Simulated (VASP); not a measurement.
# Ta (P6/mmm) in VASP: notebook

The runs below take Ta through single point, with PBEsol.

Everything below comes from runs of VASP 6.6.1. Logs are shortened: lines on timing, memory, paths and dates and some standing lists are left out, and cuts for length are marked.

## 1. The cell of the first run

The structure is hexagonal, space group P6/mmm (No. 191). Conventional cell: a = 4.575 Å, b = 4.575 Å, c = 2.664 Å, α = 90.00°, β = 90.00°, γ = 120.00°. Within 3.5 Å of Ta (site symmetry -6m2) lie 5 Ta at 2.64 to 2.66 Å.

## 2. Single point, PBEsol

Input file INCAR:

```
PREC = Accurate
ENCUT = 520
EDIFF = 1E-6
ISMEAR = 0
SIGMA = 0.1
LREAL = F
LASPH = T
NELM = 100
ALGO = Normal
ISIF = 2
LWAVE = F
LCHARG = F
GGA = PS
NBANDS = 18
```

Input file KPOINTS:

```
Automatic mesh
0
Gamma
  15 15 20
```

Input file POSCAR:

```
Ta
1.0
    4.5747077957      0.0000000000      0.0000000000
   -2.2873538978      3.9618131660      0.0000000000
    0.0000000000      0.0000000000      2.6641396316
Ta
2
Direct
    0.3333333333      0.6666666667      0.0000000000
    0.6666666667      0.3333333333      0.0000000000
```

Potentials or basis: VASP PAW PBE potentials, release 64 (Ta_pv).

Started as:

```console
cat potpaw_PBE.64/Ta_pv/POTCAR > POTCAR
mpirun -np 1 vasp_std > vasp.out
```

OUTCAR:

```text
PREC = Accurate
   ENCUT = 520
   EDIFF = 1E-6
   ISMEAR = 0
   LREAL = F
   LASPH = T
   NELM = 100
   ISIF = 2
   GGA = PS

 ion  position               nearest neighbor table
   1  0.333  0.667  0.000-   2 2.64   2 2.64   2 2.64
   2  0.667  0.333  0.000-   1 2.64   1 2.64   1 2.64

  LATTYP: Found a hexagonal cell.
 ALAT       =     4.5747077957
 C/A-ratio  =     0.5823627979

  Lattice vectors:

 A1 = (   4.5747077957,   0.0000000000,   0.0000000000)
 A2 = (  -2.2873538978,   3.9618131660,   0.0000000000)
 A3 = (   0.0000000000,   0.0000000000,   2.6641396316)

Analysis of symmetry for initial positions (statically):
=====================================================================
 Subroutine PRICEL returns:
 Original cell was already a primitive cell.

 Routine SETGRP: Setting up the symmetry group for a
 hexagonal supercell.

 Subroutine GETGRP returns: Found 24 space group operations
 (whereof 24 operations were pure point group operations)
 out of a pool of 24 trial point group operations.

The static configuration has the point symmetry D_6h.

Analysis of symmetry for dynamics (positions and initial velocities):
=====================================================================
 Subroutine PRICEL returns:
 Original cell was already a primitive cell.

 Routine SETGRP: Setting up the symmetry group for a
 hexagonal supercell.

 Subroutine GETGRP returns: Found 24 space group operations
 (whereof 24 operations were pure point group operations)
 out of a pool of 24 trial point group operations.

The dynamic configuration has the point symmetry D_6h.

 Subroutine INISYM returns: Found 24 space group operations
 (whereof 24 operations are pure point group operations),
 and found     1 'primitive' translations

----------------------------------------------------------------------------------------

                                     Primitive cell

  volume of cell :      48.2852

  direct lattice vectors                    reciprocal lattice vectors
     4.574707796  0.000000000  0.000000000     0.218593196  0.126204841  0.000000000
    -2.287353898  3.961813166  0.000000000     0.000000000  0.252409682  0.000000000
     0.000000000  0.000000000  2.664139632     0.000000000  0.000000000  0.375355701

  length of vectors
     4.574707796  4.574707796  2.664139632     0.252409682  0.252409682  0.375355701

  position of ions in fractional coordinates (direct lattice)
     0.333333333  0.666666667  0.000000000
     0.666666667  0.333333333  0.000000000

  ion indices of the primitive-cell ions
   primitive index   ion index
                 1           1
                 2           2

----------------------------------------------------------------------------------------

 KPOINTS: Automatic mesh

Automatic generation of k-mesh.
 Grid dimensions read from file:
 generate k-points for:   15   15   20

 Generating k-lattice:

  Cartesian coordinates                     Fractional coordinates (reciprocal lattice)
     0.014572880  0.008413656  0.000000000     0.066666667 -0.000000000  0.000000000
     0.000000000  0.016827312  0.000000000     0.000000000  0.066666667  0.000000000
     0.000000000  0.000000000  0.018767785     0.000000000  0.000000000  0.050000000

  Length of vectors
     0.016827312  0.016827312  0.018767785

  Shift w.r.t. Gamma in fractional coordinates (k-lattice)
     0.000000000  0.000000000  0.000000000

 Subroutine IBZKPT returns following result:
 ===========================================

 Found    297 irreducible k-points:

 Following reciprocal coordinates:
            Coordinates               Weight
  0.000000  0.000000  0.000000      1.000000
  0.066667  0.000000  0.000000      6.000000
  0.133333  0.000000  0.000000      6.000000
  0.200000  0.000000  0.000000      6.000000
  0.266667  0.000000  0.000000      6.000000
  0.333333 -0.000000  0.000000      6.000000
[... 16 lines left out ...]
  0.333333  0.200000  0.000000     12.000000
  0.400000  0.200000  0.000000      6.000000
 [... further k-points ...]
   k-points           NKPTS =    297   k-points in BZ     NKDIM =    297   number of bands    NBANDS=     18
   number of dos      NEDOS =    301   number of ions     NIONS =      2
   total plane-waves  NPLWV =  25920
   dimension x,y,z NGX =    36 NGY =   36 NGZ =   20
   dimension x,y,z NGXF=    72 NGYF=   72 NGZF=   40
   ions per type =               2
   NGX,Y,Z   is equivalent  to a cutoff of  13.08, 13.08, 12.48 a.u.
   NGXF,Y,Z  is equivalent  to a cutoff of  26.16, 26.16, 24.96 a.u.
 SYSTEM =  unknown system
   PREC   = accura    normal or accurate (medium, high low for compatibility)
   ISTART =      0    job   : 0-new  1-cont  2-samecut
   ICHARG =      2    charge: 1-file 2-atom 10-const
   ISPIN  =      1    spin polarized calculation?
   LNONCOLLINEAR =      F non collinear calculations
   LSORBIT =      F    spin-orbit coupling
   LASPH  =      T    aspherical Exc in radial PAW
   ENCUT  =  520.0 eV  38.22 Ry    6.18 a.u.   8.51  8.51  4.95*2*pi/ulx,y,z
   NELM   =    100;   NELMIN=  2; NELMDL= -5     # of ELM steps
   EDIFF  = 0.1E-05   stopping-criterion for ELM
   LREAL  =      F    real-space projection
   EDIFFG = 0.1E-04   stopping-criterion for IOM
   NSW    =      0    number of steps for IOM
   IBRION =     -1    ionic relax: 0-MD 1-quasi-New 2-CG
   NFREE  =      0    steps in history (QN), initial steepest desc. (CG)
   ISIF   =      2    stress and relaxation
   ISYM   =      2    0-nonsym 1-usesym 2-fastsym
   POTIM  = 0.5000    time-step for ionic-motion
   TEBEG  =    0.0;   TEEND  =   0.0 temperature during run
   PSTRESS=    0.0 pullay stress
   NELECT =      22.0000    total number of electrons
   NUPDOWN=      -1.0000    fix difference up-down
   EMIN   =  10.00;   EMAX   =-10.00  energy-range for DOS
   EFERMI =   0.00;   METHOD = LEGACY
   ISMEAR =     0;   SIGMA  =   0.10  broadening in eV -4-tet -1-fermi 0-gaus
   EFERMI_NEDOS =   21; number of points for ismear=-14 and -15
   IALGO  =     38    algorithm
   IMIX   =      4    mixing-type and parameters
     AMIX     =   0.40;   BMIX     =  1.00
     AMIX_MAG =   1.60;   BMIX_MAG =  1.00
  volume/ion in A,a.u.               =      24.14       162.92
  Fermi-wavevector in a.u.,A,eV,Ry     =   1.259730  2.380545 21.591367  1.586921
  Thomas-Fermi vector in A             =   2.393276
   LORBIT       =      0    0 simple, 1 ext, 2 COOP (PROOUT), +10 PAW based schemes
   GGA     = PS    functional components
   LHFCALC =     F    Hartree Fock is set to
   AEXX    =    0.0000 exact exchange contribution
   IVDW    =     0    specifies the selected vdW correction
   LEPSILON=     F    determine dielectric tensor
   LRPA    =     F    only Hartree local field effects (RPA)
 non-spin polarized calculation
 Gauss-broadening in eV      SIGMA  =   0.10
  energy-cutoff  :      520.00
  volume of cell :       48.29
 maximum number of plane-waves:      1342
 NGX is ok and might be reduce to    36

 number of electron      21.9999999 magnetization

 Free energy of the ion-electron system (eV)
  ---------------------------------------------------
  ext. energy  EPLUGINS =         0.00000000
  ---------------------------------------------------
  free energy    TOTEN  =       -21.15443652 eV

  energy without entropy =      -21.13476275  energy(sigma->0) =      -21.14459964

 E-fermi :   2.8981     XC(G=0): -10.8931

 val. band max:        2.8947025746   @ k =   0.4000   0.0667   0.1500
 cond. band min:       2.9004340942   @ k =   0.4000   0.2000   0.4000
 fundamental gap:      0.0057315196
 Fermi energy:         2.8980974726

 k-point     1 :       0.0000    0.0000    0.0000
  band No.  band energies     occupation
      1     -31.4220      2.00000
      2     -31.4220      2.00000
      3     -30.3608      2.00000
      4     -30.3608      2.00000
      5     -30.2304      2.00000
      6     -30.0052      2.00000
[... 10 lines left out ...]
     17       9.0814      0.00000
     18      10.3628      0.00000

 k-point     2 :       0.0667    0.0000    0.0000
  band No.  band energies     occupation
      1     -31.4261      2.00000
      2     -31.4138      2.00000
      3     -30.3698      2.00000
      4     -30.3561      2.00000
      5     -30.2282      2.00000
      6     -30.0074      2.00000
[... 10 lines left out ...]
     17       9.1028      0.00000
     18      10.2263      0.00000

 k-point     3 :       0.1333    0.0000    0.0000
  band No.  band energies     occupation
      1     -31.4375      2.00000
      2     -31.3899      2.00000
      3     -30.3961      2.00000
      4     -30.3429      2.00000
      5     -30.2219      2.00000
      6     -30.0139      2.00000
[... 10 lines left out ...]
     17       9.1622      0.00000
     18       9.8416      0.00000

 k-point     4 :       0.2000    0.0000    0.0000
  band No.  band energies     occupation
      1     -31.4538      2.00000
      2     -31.3523      2.00000
      3     -30.4373      2.00000
      4     -30.3239      2.00000
      5     -30.2117      2.00000
      6     -30.0243      2.00000
[... 375 lines left out ...]
      4     -30.2429      2.00000
      5     -30.1637      2.00000
      6     -30.0733      2.00000
[... 10 lines left out ...]
     17       8.2450      0.00000
     18       9.4052      0.00000

 k-point    23 :       0.3333    0.2000    0.0000
  band No.  band energies     occupation
      1     -31.5370      2.00000
      2     -31.0821      2.00000
      3     -30.7220      2.00000
      4     -30.2292      2.00000
      5     -30.1491      2.00000
      6     -30.0880      2.00000
[... 10 lines left out ...]
     17       8.0954      0.00000
     18       9.4380      0.00000

 k-point    24 :       0.4000    0.2000    0.0000
  band No.  band energies     occupation
      1     -31.5412      2.00000
      2     -31.0545      2.00000
      3     -30.7504      2.00000
      4     -30.2244      2.00000
      5     -30.1417      2.00000
      6     -30.0954      2.00000
[... 10 lines left out ...]
     17       8.0327      0.00000
     18       9.4527      0.00000

 [... further k-points ...]

------------------------ aborting loop because EDIFF is reached ----------------------------------------

  FORCE on cell =-STRESS in cart. coord.  units (eV):
  Direction    XX          YY          ZZ          XY          YZ          ZX
  --------------------------------------------------------------------------------------
  -------------------------------------------------------------------------------------
  Total        0.0267107      0.0267107      0.0466811      0.0000000      0.0000000      0.0000000
  in kB        0.8863024      0.8863024      1.5489490      0.0000000      0.0000000      0.0000000
  external PRESSURE =       1.1071846 kB  Pullay stress =       0.0000000 kB

 VOLUME and BASIS-vectors are now :
 -----------------------------------------------------------------------------
  energy-cutoff  :      520.00
  volume of cell :       48.29
      direct lattice vectors                 reciprocal lattice vectors
     4.574707796  0.000000000  0.000000000     0.218593196  0.126204841  0.000000000
    -2.287353898  3.961813166  0.000000000     0.000000000  0.252409682  0.000000000
     0.000000000  0.000000000  2.664139632     0.000000000  0.000000000  0.375355701

 POSITION                                       TOTAL-FORCE (eV/Angst)
 -----------------------------------------------------------------------------------
     -0.00000      2.64121      0.00000        -0.000000     -0.000000      0.000000
      2.28735      1.32060      0.00000         0.000000      0.000000     -0.000000
 -----------------------------------------------------------------------------------
    total drift:                                0.000000      0.000000      0.000000

  FREE ENERGIE OF THE ION-ELECTRON SYSTEM (eV)
  ---------------------------------------------------
  free  energy   TOTEN  =       -21.1544365179 eV

  energy  without entropy=      -21.1347627530  energy(sigma->0) =      -21.14459964
```

Run time: 2 min. Hardware: 1 thread of Intel Xeon Platinum 8259CL at 2.50GHz (Skylake/Cascade Lake), shared host; peak memory 0.33 GiB.

Results:

| Property | Result |
| --- | --- |
| Free energy | -21.1544 eV |
| Pressure | 0.1 GPa |
| Band gap on the k mesh | zero (band 11 reaches 3.92 eV, above the bottom of band 12 at 2.42 eV) |

Caveat: the PAW data sets were made with another functional, which shifts forces and pressure a little; spin-orbit coupling is left out, which moves the levels of the heavy elements.

## 3. Single point, PBEsol

This run uses another cell than the first one: it holds 4 atoms, not 2.

Input file INCAR:

```
PREC = Accurate
ENCUT = 520
EDIFF = 1E-7
ISMEAR = 0
SIGMA = 0.1
LREAL = False
LASPH = True
NELM = 60
ALGO = Normal
ISIF = 2
LWAVE = False
LCHARG = False
GGA = PS
NBANDS = 30
```

Input file KPOINTS:

```
regular mesh
0
Gamma
  6 6 4
```

Input file POSCAR:

```
Ta
1.0
    4.5657486256      0.0000000000      0.0000000000
   -2.2828743128      3.9540542970      0.0000000000
    0.0000000000      0.0000000000      5.3397092843
Ta
4
Direct
    0.3333333333      0.6666666667      0.4999952275
    0.6666666667      0.3333333333      0.9999952275
    0.6666666667      0.3333333333      0.5000047725
    0.3333333333      0.6666666667      0.0000047725
```

Potentials or basis: VASP PAW PBE potentials, release 64 (Ta_pv).

Started as:

```console
cat potpaw_PBE.64/Ta_pv/POTCAR > POTCAR
mpirun -np 1 vasp_std > vasp.out
```

Wall time 25 s (1 thread of Intel Xeon 6975P-C (Granite Rapids), shared host); peak memory 0.22 GiB.

The run converged. Its results:

| Item | Value |
| --- | --- |
| Free energy | -42.2777 eV |
| Pressure | 0.2 GPa |
| Band gap on the k mesh | zero (band 22 reaches 3.45 eV, above the bottom of band 23 at 2.48 eV) |

Stress tensor (GPa, compression positive):
```
0.13 0.00 0.00
0.00 0.13 0.00
0.00 0.00 0.31
```

Levels at points of the mesh, in eV from the Fermi level:
```tsv
k point	band 20	band 21	band 22	band 23	band 24	band 25
(0.00, 0.00, 0.00)	-0.27	0.32	0.32	0.98	0.98	0.98
(0.50, 0.00, 0.00)	-0.82	-0.67	-0.47	-0.43	0.05	2.26
(0.00, 0.00, 0.50)	-0.43	0.27	0.27	0.27	0.27	1.73
(0.50, 0.00, 0.50)	-1.37	-0.52	-0.52	0.25	0.25	1.54
```

Caveat: the PAW data sets were made with another functional, which shifts forces and pressure a little; spin-orbit coupling is left out, which moves the levels of the heavy elements.
